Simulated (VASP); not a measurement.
NaCl:

```xyz
2
Lattice="0.1780 3.1363 3.1363 3.1363 0.1780 3.1363 3.1363 3.1363 0.1780" Properties=species:S:1:pos:R:3 pbc="T T T"
Na    0.0403    0.0403    0.0403
Cl    1.5724    1.5724    1.5724
```

This cell differs from its parent crystal: epitaxial 111 strain -4.2%.

Base run:

```yaml
Program: VASP 6.6.1
Functional: PBE
Potentials_or_basis: VASP PAW PBE potentials, release 64 (Na_pv, Cl)
Cutoff: 520 eV
k_mesh: 8 × 8 × 8
Occupations: fermi-dirac, width 0.02 eV
Spin: no spin polarisation
```

Its results: band gap on the k mesh 4.90 eV; pressure 1.4 GPa.

Question: The run is repeated on the same cell with these changes: functional from PBE to r2SCAN; occupations from fermi-dirac, width 0.02 eV to gaussian, width 0.01 eV. What comes out?

Answer: Band gap on the k mesh 5.52 eV; pressure 0.6 GPa.

Caveats: the PAW data sets were made with another functional, which shifts forces and pressure a little (at least some runs).

A k mesh can miss the band edges.
